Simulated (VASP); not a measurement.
**TiAl: single point with PBEsol**

Crystal: TiAl.

```xyz
2
Lattice="2.8511 0.0000 0.0000 0.0000 2.8511 0.0000 0.0000 0.0000 3.7654" Properties=species:S:1:pos:R:3 pbc="T T T"
Ti    0.0000    0.0000    0.0000
Al    1.4255    1.4255    1.8827
```

| Quantity | Value |
| --- | --- |
| Program | VASP 6.6.1 |
| Task | single point |
| Functional | PBEsol |
| Potentials or basis | VASP PAW PBE potentials, release 64 (Ti_sv, Al) |
| Cutoff | 500 eV |
| k mesh | 16 × 16 × 16 |
| Occupations | gaussian, width 0.15 eV |
| Spin | no spin polarisation |
| Dipole correction | no |
| Further INCAR settings | ALGO = Normal; EDIFF = 1e-06; NBANDS = 14 |

* Pressure: 3.7 GPa
* Band gap on the k mesh: zero (an odd number of electrons rules out a gap without spin polarisation)

Stress tensor (GPa, compression positive):
```
1.75 0.00 0.00
0.00 1.75 0.00
0.00 0.00 7.48
```

Levels at points of the mesh, in eV from the Fermi level:
```tsv
k point	band 4	band 5	band 6	band 7	band 8	band 9	band 10	band 11	band 12	band 13
(0.00, 0.00, 0.00)	-32.40	-9.28	-1.84	-0.98	0.68	2.11	2.11	3.18	7.56	7.76
(0.50, 0.00, 0.00)	-32.36	-4.88	-4.84	-1.47	-0.28	1.51	2.48	4.47	5.90	6.11
(0.50, 0.50, 0.00)	-32.69	-3.70	-0.81	-0.81	-0.78	-0.15	-0.15	4.17	5.53	6.56
(0.00, 0.00, 0.50)	-32.40	-7.37	-5.35	-0.68	1.24	1.51	1.51	3.21	7.59	10.41
(0.50, 0.00, 0.50)	-32.36	-5.15	-2.85	-1.32	-1.30	1.62	1.86	2.06	4.64	5.69
(0.50, 0.50, 0.50)	-32.72	-2.81	-2.67	-2.67	1.73	2.42	2.72	4.05	4.05	4.18
```

It took 2.9 min on 1 thread of Intel Xeon 8259CL, with other jobs on the host, peak memory 0.29 GiB.

Caveat: the cell stands under pressure; the PAW data sets were made with another functional, which shifts forces and pressure a little.
